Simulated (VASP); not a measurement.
The system is KAs3.

```xyz
4
Lattice="4.5915 0.0000 0.0000 0.0000 4.5915 0.0000 0.0000 0.0000 4.5915" Properties=species:S:1:pos:R:3 pbc="T T T"
K     0.0000    0.0000    0.0000
As    0.0000    2.2958    2.2958
As    2.2958    0.0000    2.2958
As    2.2958    2.2958    0.0000
```

- Program: VASP 6.6.1
- Task: relaxation of cell and atoms
- Functional: PBE
- Potentials or basis: VASP PAW PBE potentials, release 64 (K_sv, As)
- Cutoff: 600 eV
- k mesh: 10 × 10 × 10
- Occupations: gaussian, width 0.1 eV
- Spin: no spin polarisation

At the start: pressure -3.5 GPa; volume 24.20 Å³/atom.

Task: Where does the relaxation end?

Result: Over 3 steps the energy falls by 22.9 meV/atom and the volume is 22.24 Å³/atom (-8.1 %); space group Pm-3m (No. 221, to 0.1 Å) before and after.

Step by step:
| step | energy change (eV) | largest force (eV/Å) | pressure (GPa) | volume (Å³) |
| --- | --- | --- | --- | --- |
| 1 | 0.0000 | 0.0000 | -3.46 | 96.80 |
| 2 | -0.0905 | 0.0000 | -0.39 | 89.67 |
| 3 | -0.0914 | 0.0000 | -0.01 | 88.98 |

Final structure:
```yaml
crystal:
  lattice:
    - [4.46434, 0.00000, 0.00000]
    - [0.00000, 4.46434, 0.00000]
    - [0.00000, 0.00000, 4.46434]
  atoms:
    - { symbol: K, position: [0.00000, 0.00000, 0.00000] }
    - { symbol: As, position: [0.00000, 0.50000, 0.50000] }
    - { symbol: As, position: [0.50000, 0.00000, 0.50000] }
    - { symbol: As, position: [0.50000, 0.50000, 0.00000] }
```
